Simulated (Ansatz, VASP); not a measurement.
Al4GeRu in VASP and in Ansatz

```xyz
6
Lattice="0.0000 3.6413 3.6413 3.6413 0.0000 3.6413 3.6413 3.6413 0.0000" Properties=species:S:1:pos:R:3 pbc="T T T"
Al    2.7362    4.5465    4.5465
Al    2.7362    2.7362    2.7362
Al    4.5465    2.7362    4.5465
Al    4.5465    4.5465    2.7362
Ge    0.0000    0.0000    0.0000
Ru    5.4620    5.4620    5.4620
```

Change from the starting cell: species swapped into the CaDyAl4 type (F-43m, No. 216).

Alike in both runs: functional PBE; k mesh 4 × 4 × 4; occupations gaussian, width 0.1 eV; no spin polarisation.

Ansatz relaxed the structure, and its values are those at the end. VASP's run is a single point on that final structure, the one shown.

|  | VASP | Ansatz |
| --- | --- | --- |
| version | VASP 6.6.1 | Ansatz 0.2.0 |
| potentials or method | VASP PAW PBE potentials, release 64 (Al, Ge_d, Ru_pv), cutoff 520 eV | scalar-relativistic, plane waves, PAW |
| valence electrons in the cell | 40 | 42 |

VASP gave:

* gap on the k mesh at the Fermi level (eV): none
* pressure (GPa): -0.2
* rms of the force components (eV/Å): 0.011

**Question.** Estimate Ansatz's values.

**Answer.** gap on the k mesh at the Fermi level (eV): none; pressure (GPa): -0.2; rms of the force components (eV/Å): 0.012.

A gap of «none» marks a metal or a gap that the smearing closes. VASP's potentials hold 40 valence electrons a cell and Ansatz's 42, so a difference there can come from the potentials and not from the codes.

The k mesh is coarse, so the values compare programs but aren't converged.
